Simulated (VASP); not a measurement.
# BaTe in VASP: notebook

Runs on BaTe. Level: PBE. Tasks: single point.

All numbers are computed with VASP 6.6.1; they aren't measurements. Logs are shortened: lines on timing, memory, paths and dates and some standing lists are left out, and cuts for length are marked.

## Step 1: The cell of the first run

It takes space group P6_3/mmc (No. 194, hexagonal). Conventional cell: a = 4.942 Å, b = 4.942 Å, c = 16.802 Å, α = 90.00°, β = 90.00°, γ = 120.00°. Within 4.6 Å of Ba (site symmetry 3m) lie 6 Te at 3.52 to 3.56 Å and 1 Ba at 4.27 Å. Te (site symmetry -3m) has 6 Ba at 3.52 Å within 4.6 Å. Te (site symmetry -6m2) has 6 Ba at 3.56 Å within 4.7 Å.

## Step 2: Single point, PBE

Contents of INCAR:

```
PREC = Accurate
ENCUT = 520
EDIFF = 1E-6
ISMEAR = 0
SIGMA = 0.1
LREAL = False
LASPH = True
NELM = 100
ALGO = Normal
ISIF = 2
LWAVE = False
LCHARG = False
GGA = PE
NBANDS = 42
```

Contents of KPOINTS:

```
Automatic mesh
0
Gamma
  3 3 1
```

Contents of POSCAR:

```
BaTe
1.0
    4.9416168089      0.0000000000      0.0000000000
   -2.4708084045      4.2795656923      0.0000000000
    0.0000000000      0.0000000000     16.8018275000
Ba Te
4 4
Direct
    0.6666666667      0.3333333333      0.8771430000
    0.3333333333      0.6666666667      0.1228570000
    0.3333333333      0.6666666667      0.3771430000
    0.6666666667      0.3333333333      0.6228570000
    0.0000000000      0.0000000000      0.0000000000
    0.0000000000      0.0000000000      0.5000000000
    0.6666666667      0.3333333333      0.2500000000
    0.3333333333      0.6666666667      0.7500000000
```

Potentials or basis: VASP PAW PBE potentials, release 64 (Ba_sv, Te).

Launch:

```console
> cat potpaw_PBE.64/Ba_sv/POTCAR potpaw_PBE.64/Te/POTCAR > POTCAR
> mpirun -np 1 vasp_std > vasp.out
```

OUTCAR:

```text
PREC = Accurate
   ENCUT = 520
   EDIFF = 1E-6
   ISMEAR = 0
   LREAL = False
   LASPH = True
   NELM = 100
   ISIF = 2
   GGA = PE

 ion  position               nearest neighbor table
   1  0.667  0.333  0.877-   5 3.52   5 3.52   5 3.52   8 3.56   8 3.56   8 3.56   4 4.27
   2  0.333  0.667  0.123-   5 3.52   5 3.52   5 3.52   7 3.56   7 3.56   7 3.56   3 4.27
   3  0.333  0.667  0.377-   6 3.52   6 3.52   6 3.52   7 3.56   7 3.56   7 3.56   2 4.27
   4  0.667  0.333  0.623-   6 3.52   6 3.52   6 3.52   8 3.56   8 3.56   8 3.56   1 4.27
   5  0.000  0.000  0.000-   1 3.52   2 3.52   1 3.52   2 3.52   1 3.52   2 3.52
   6  0.000  0.000  0.500-   3 3.52   4 3.52   4 3.52   3 3.52   4 3.52   3 3.52
   7  0.667  0.333  0.250-   2 3.56   3 3.56   2 3.56   3 3.56   2 3.56   3 3.56
   8  0.333  0.667  0.750-   1 3.56   4 3.56   1 3.56   4 3.56   1 3.56   4 3.56

  LATTYP: Found a hexagonal cell.
 ALAT       =     4.9416168089
 C/A-ratio  =     3.4000668505

  Lattice vectors:

 A1 = (   4.9416168089,   0.0000000000,   0.0000000000)
 A2 = (  -2.4708084045,   4.2795656923,   0.0000000000)
 A3 = (   0.0000000000,   0.0000000000,  16.8018275000)

Analysis of symmetry for initial positions (statically):
=====================================================================
 Subroutine PRICEL returns:
 Original cell was already a primitive cell.

 Routine SETGRP: Setting up the symmetry group for a
 hexagonal supercell.

 Subroutine GETGRP returns: Found 24 space group operations
 (whereof 12 operations were pure point group operations)
 out of a pool of 24 trial point group operations.

The static configuration has the point symmetry D_3d.
 The point group associated with its full space group is D_6h.

Analysis of symmetry for dynamics (positions and initial velocities):
=====================================================================
 Subroutine PRICEL returns:
 Original cell was already a primitive cell.

 Routine SETGRP: Setting up the symmetry group for a
 hexagonal supercell.

 Subroutine GETGRP returns: Found 24 space group operations
 (whereof 12 operations were pure point group operations)
 out of a pool of 24 trial point group operations.

The dynamic configuration has the point symmetry D_3d.
 The point group associated with its full space group is D_6h.
[... 90 lines left out ...]
   LREAL  =      F    real-space projection
   EDIFFG = 0.1E-04   stopping-criterion for IOM
   NSW    =      0    number of steps for IOM
   IBRION =     -1    ionic relax: 0-MD 1-quasi-New 2-CG
   NFREE  =      0    steps in history (QN), initial steepest desc. (CG)
   ISIF   =      2    stress and relaxation
   ISYM   =      2    0-nonsym 1-usesym 2-fastsym
   POTIM  = 0.5000    time-step for ionic-motion
   TEBEG  =    0.0;   TEEND  =   0.0 temperature during run
   PSTRESS=    0.0 pullay stress
   NELECT =      64.0000    total number of electrons
   NUPDOWN=      -1.0000    fix difference up-down
   EMIN   =  10.00;   EMAX   =-10.00  energy-range for DOS
   EFERMI =   0.00;   METHOD = LEGACY
   ISMEAR =     0;   SIGMA  =   0.10  broadening in eV -4-tet -1-fermi 0-gaus
   EFERMI_NEDOS =   21; number of points for ismear=-14 and -15
   IALGO  =     38    algorithm
   IMIX   =      4    mixing-type and parameters
     AMIX     =   0.40;   BMIX     =  1.00
     AMIX_MAG =   1.60;   BMIX_MAG =  1.00
  volume/ion in A,a.u.               =      44.42       299.73
  Fermi-wavevector in a.u.,A,eV,Ry     =   0.924541  1.747130 11.629946  0.854777
  Thomas-Fermi vector in A             =   2.050298
   LORBIT       =      0    0 simple, 1 ext, 2 COOP (PROOUT), +10 PAW based schemes
   GGA     = PE    functional components
   LHFCALC =     F    Hartree Fock is set to
   AEXX    =    0.0000 exact exchange contribution
   IVDW    =     0    specifies the selected vdW correction
   LEPSILON=     F    determine dielectric tensor
   LRPA    =     F    only Hartree local field effects (RPA)
 non-spin polarized calculation
 Gauss-broadening in eV      SIGMA  =   0.10
  energy-cutoff  :      520.00
  volume of cell :      355.32
 maximum number of plane-waves:      9592
 NGX is ok and might be reduce to    40
   NGX = 19   NGY = 19   NGZ = 63

 number of electron      63.9999998 magnetization

 Free energy of the ion-electron system (eV)
  ---------------------------------------------------
  ext. energy  EPLUGINS =         0.00000000
  ---------------------------------------------------
  free energy    TOTEN  =       -34.11843431 eV

  energy without entropy =      -34.11843431  energy(sigma->0) =      -34.11843431

 E-fermi :   2.6551     XC(G=0):  -8.0893

 val. band max:        2.1430428391   @ k =   0.0000   0.0000   0.0000
 cond. band min:       3.9705413774   @ k =   0.3333  -0.0000   0.0000
 fundamental gap:      1.8274985383
 Fermi energy:         2.6550921998

 k-point     1 :       0.0000    0.0000    0.0000
  band No.  band energies     occupation
      1     -25.1033      2.00000
      2     -25.0979      2.00000
      3     -25.0906      2.00000
      4     -25.0851      2.00000
      5     -10.6608      2.00000
      6     -10.4887      2.00000
[... 124 lines left out ...]
     41       6.1209      0.00000
     42       6.6527      0.00000

------------------------ aborting loop because EDIFF is reached ----------------------------------------

  FORCE on cell =-STRESS in cart. coord.  units (eV):
  Direction    XX          YY          ZZ          XY          YZ          ZX
  --------------------------------------------------------------------------------------
  -------------------------------------------------------------------------------------
  Total        0.9612814      0.9612814      0.6155392     -0.0000000      0.0000000     -0.0000000
  in kB        4.3344685      4.3344685      2.7754988     -0.0000000      0.0000000     -0.0000000
  external PRESSURE =       3.8148119 kB  Pullay stress =       0.0000000 kB

 VOLUME and BASIS-vectors are now :
 -----------------------------------------------------------------------------
  energy-cutoff  :      520.00
  volume of cell :      355.32
      direct lattice vectors                 reciprocal lattice vectors
     4.941616809  0.000000000  0.000000000     0.202362919  0.116834286  0.000000000
    -2.470808405  4.279565692  0.000000000     0.000000000  0.233668571  0.000000000
     0.000000000  0.000000000 16.801827500     0.000000000  0.000000000  0.059517335

 POSITION                                       TOTAL-FORCE (eV/Angst)
 -----------------------------------------------------------------------------------
      2.47081      1.42652     14.73761         0.000000     -0.000000     -0.000289
     -0.00000      2.85304      2.06422        -0.000000      0.000000      0.000289
     -0.00000      2.85304      6.33669        -0.000000      0.000000     -0.000289
      2.47081      1.42652     10.46514         0.000000      0.000000      0.000289
      0.00000      0.00000      0.00000        -0.000000     -0.000000      0.000000
      0.00000      0.00000      8.40091        -0.000000     -0.000000      0.000000
      2.47081      1.42652      4.20046         0.000000      0.000000      0.000000
     -0.00000      2.85304     12.60137         0.000000     -0.000000      0.000000
 -----------------------------------------------------------------------------------
    total drift:                               -0.000000      0.000000     -0.000000

  FREE ENERGIE OF THE ION-ELECTRON SYSTEM (eV)
  ---------------------------------------------------
  free  energy   TOTEN  =       -34.1184343070 eV

  energy  without entropy=      -34.1184343070  energy(sigma->0) =      -34.11843431
```

stdout:

```text
POSCAR found type information on POSCAR BaTe
 POSCAR found :  2 types and       8 ions
 scaLAPACK will be used
 LDA part: xc-table for (Slater+PW92), standard interpolation
 POSCAR, INCAR and KPOINTS ok, starting setup
 FFT: planning ... GRIDC
 FFT: planning ... GRID_SOFT
 FFT: planning ... GRID
 WAVECAR not read
 entering main loop
```

It took 46 s on 1 thread of Intel Xeon 6975P-C (Granite Rapids), shared host; peak memory 0.45 GiB.

What came out:

```yaml
Free_energy: -34.1184 eV
Pressure: 0.4 GPa
Band_gap_on_the_k_mesh: 1.83 eV (least direct gap 2.18 eV)
```

Caveat: the k points lie up to 0.49 Å⁻¹ apart; spin-orbit coupling is left out, which moves the levels of the heavy elements.

## Step 3: Single point, PBE

This run uses another cell than the first one, of 44.51 Å³/atom.

Contents of INCAR:

```
SYSTEM = BaTe
PREC     = Accurate       ! precision mode
ENCUT    = 520            ! plane-wave cutoff, eV
EDIFF    = 1E-6           ! SCF threshold, eV
ISMEAR   = 0              ! smearing method
SIGMA    = 0.1            ! smearing width, eV
LREAL    = .False.        ! projectors in reciprocal space
LASPH    = .True.         ! aspherical terms in the spheres
NELM     = 100            ! most SCF steps
ALGO     = Normal         ! electronic algorithm
ISIF     = 2              ! what is computed and relaxed
LWAVE    = .False.        ! write WAVECAR
LCHARG   = .True.         ! write CHGCAR
GGA      = PE             ! functional
LELF     = .True.         ! ELF
LVHAR    = .True.       
NBANDS   = 42             ! bands
```

Contents of KPOINTS:

```
regular mesh
0
Gamma
  3 3 1
  0 0 0
```

Contents of POSCAR:

```
BaTe
1.0
    4.9505343335     -0.0011022120      0.0004028428
   -2.4762032083      4.2935813943     -0.0008853721
    0.0023115675     -0.0027198755     16.7556586905
Ba Te
4 4
Direct
    0.6676907343      0.3331142368      0.8771144604
    0.3334436978      0.6657930644      0.1228727835
    0.3322433489      0.6663062943      0.3771460010
    0.6667149253      0.3348701683      0.6228413783
    0.0006142297     -0.0004550669     -0.0000019476
   -0.0006004858      0.0005799249      0.4999996532
    0.6658101540      0.3322702106      0.2500225922
    0.3340833956      0.6675211676      0.7500050791
```

Potentials or basis: VASP PAW PBE potentials, release 64 (Ba_sv, Te).

Launch:

```console
> cat potpaw_PBE.64/Ba_sv/POTCAR potpaw_PBE.64/Te/POTCAR > POTCAR
> mpirun -np 1 vasp_std > vasp.out
```

OUTCAR:

```text
SYSTEM = BaTe
   PREC = Accurate
   ENCUT = 520
   EDIFF = 1E-6
   ISMEAR = 0
   LREAL = .False.
   LASPH = .True.
   NELM = 100
   ISIF = 2
   GGA = PE

 ion  position               nearest neighbor table
   1  0.668  0.333  0.877-   5 3.52   5 3.52   5 3.52   8 3.56   8 3.56   8 3.57   4 4.26
   2  0.333  0.666  0.123-   5 3.52   5 3.52   5 3.52   7 3.56   7 3.57   7 3.57   3 4.26
   3  0.332  0.666  0.377-   6 3.52   6 3.52   6 3.52   7 3.56   7 3.57   7 3.57   2 4.26
   4  0.667  0.335  0.623-   6 3.52   6 3.52   6 3.52   8 3.56   8 3.57   8 3.57   1 4.26
   5  0.001  1.000  1.000-   2 3.52   1 3.52   2 3.52   1 3.52   1 3.52   2 3.52
   6  0.999  0.001  0.500-   4 3.52   3 3.52   4 3.52   3 3.52   3 3.52   4 3.52
   7  0.666  0.332  0.250-   2 3.56   3 3.56   3 3.57   2 3.57   3 3.57   2 3.57
   8  0.334  0.668  0.750-   4 3.56   1 3.56   1 3.56   4 3.57   1 3.57   4 3.57

  LATTYP: Found a triclinic cell.
 ALAT       =     4.9564527943
 B/A-ratio  =     0.9996186748
 C/A-ratio  =     3.3805747308
 COS(alpha) =     0.0001691283
 COS(beta)  =     0.0003881691
 COS(gamma) =     0.5010031437

  Lattice vectors:

 A1 = (  -2.4762032083,   4.2935813943,  -0.0008853721)
 A2 = (   2.4743311252,   4.2924791823,  -0.0004825293)
 A3 = (  -0.0023115675,   0.0027198755, -16.7556586905)

Analysis of symmetry for initial positions (statically):
=====================================================================
 Subroutine PRICEL returns:
 Original cell was already a primitive cell.

 Routine SETGRP: Setting up the symmetry group for a
 triclinic supercell.

 Subroutine GETGRP returns: Found  1 space group operations
 (whereof  1 operations were pure point group operations)
 out of a pool of  2 trial point group operations.

The static configuration has the point symmetry C_1 .

Analysis of symmetry for dynamics (positions and initial velocities):
[... 127 lines left out ...]
   LORBIT       =      0    0 simple, 1 ext, 2 COOP (PROOUT), +10 PAW based schemes
   GGA     = PE    functional components
   LHFCALC =     F    Hartree Fock is set to
   AEXX    =    0.0000 exact exchange contribution
   IVDW    =     0    specifies the selected vdW correction
   LEPSILON=     F    determine dielectric tensor
   LRPA    =     F    only Hartree local field effects (RPA)
 non-spin polarized calculation
 Gauss-broadening in eV      SIGMA  =   0.10
  energy-cutoff  :      520.00
  volume of cell :      356.10
 maximum number of plane-waves:      9608
 NGX is ok and might be reduce to    40
   NGX = 19   NGY = 19   NGZ = 63

 number of electron      63.9999998 magnetization

 Free energy of the ion-electron system (eV)
  ---------------------------------------------------
  ext. energy  EPLUGINS =         0.00000000
  ---------------------------------------------------
  free energy    TOTEN  =       -34.12065628 eV

  energy without entropy =      -34.12065628  energy(sigma->0) =      -34.12065628

 E-fermi :   2.6339     XC(G=0):  -8.0804

 val. band max:        2.1235744306   @ k =   0.0000   0.0000   0.0000
 cond. band min:       3.9568184478   @ k =   0.3333   0.0000  -0.0000
 fundamental gap:      1.8332440172
 Fermi energy:         2.6338590239

 k-point     1 :       0.0000    0.0000    0.0000
  band No.  band energies     occupation
      1     -25.1229      2.00000
      2     -25.1174      2.00000
      3     -25.1097      2.00000
      4     -25.1042      2.00000
      5     -10.6800      2.00000
      6     -10.5094      2.00000
[... 214 lines left out ...]
     41       6.2387      0.00000
     42       6.4251      0.00000

------------------------ aborting loop because EDIFF is reached ----------------------------------------

  FORCE on cell =-STRESS in cart. coord.  units (eV):
  Direction    XX          YY          ZZ          XY          YZ          ZX
  --------------------------------------------------------------------------------------
  -------------------------------------------------------------------------------------
  Total        0.7428878      0.6816036      0.7261789      0.0087900      0.0100320     -0.0084978
  in kB        3.3423835      3.0666551      3.2672075      0.0395477      0.0451356     -0.0382330
  external PRESSURE =       3.2254154 kB  Pullay stress =       0.0000000 kB

 VOLUME and BASIS-vectors are now :
 -----------------------------------------------------------------------------
  energy-cutoff  :      520.00
  volume of cell :      356.10
      direct lattice vectors                 reciprocal lattice vectors
     4.950534334 -0.001102212  0.000402843     0.202024339  0.116511896 -0.000008958
    -2.476203208  4.293581394 -0.000885372     0.000051859  0.232935714  0.000037804
     0.002311567 -0.002719875 16.755658690    -0.000004854  0.000009507  0.059681332

 POSITION                                       TOTAL-FORCE (eV/Angst)
 -----------------------------------------------------------------------------------
      2.48259      1.42713     14.69660        -0.003651      0.001671      0.009535
      0.00237      2.85793      2.05836        -0.001357      0.001242     -0.008812
     -0.00426      2.85945      6.31887         0.001936      0.001929      0.007374
      2.47283      1.43536     10.43609         0.002246     -0.005754     -0.006666
     -2.46972      4.28891     16.75474        -0.001987     -0.000025      0.000225
      4.94728      0.00003      8.37823         0.002790     -0.001296      0.000112
      2.47393      1.42522      4.18927         0.000735      0.001967     -0.000373
      0.00271      2.86365     12.56637        -0.000711      0.000266     -0.001396
 -----------------------------------------------------------------------------------
    total drift:                                0.000003     -0.000003      0.000014

  FREE ENERGIE OF THE ION-ELECTRON SYSTEM (eV)
  ---------------------------------------------------
  free  energy   TOTEN  =       -34.1206562812 eV

  energy  without entropy=      -34.1206562812  energy(sigma->0) =      -34.12065628
```

Wall time 68 s (1 thread of Intel Xeon 6975P-C (Granite Rapids), shared host); peak memory 0.49 GiB.

What came out:

| Quantity | Value |
| --- | --- |
| Free energy | -34.1207 eV |
| Pressure | 0.3 GPa |
| Largest force | 0.010 eV/Å |
| Band gap on the k mesh | 1.83 eV (least direct gap 2.18 eV) |

Forces on the atoms (eV/Å):
```
Ba  -0.004  0.002  0.010
Ba  -0.001  0.001 -0.009
Ba   0.002  0.002  0.007
Ba   0.002 -0.006 -0.007
Te  -0.002  0.000  0.000
Te   0.003 -0.001  0.000
Te   0.001  0.002  0.000
Te  -0.001  0.000 -0.001
```

Levels at points of the mesh, in eV from the valence-band top:
| k point | band 28 | band 29 | band 30 | band 31 | band 32 | band 33 | band 34 | band 35 | band 36 | band 37 |
| --- | --- | --- | --- | --- | --- | --- | --- | --- | --- | --- |
| (0.00, 0.00, 0.00) | -0.50 | -0.50 | -0.13 | 0.00 | 0.00 | 2.24 | 2.73 | 2.75 | 2.99 | 2.99 |

Caveat: the k points lie up to 0.49 Å⁻¹ apart; spin-orbit coupling is left out, which moves the levels of the heavy elements.

(Part 1 of 3 ends here.)
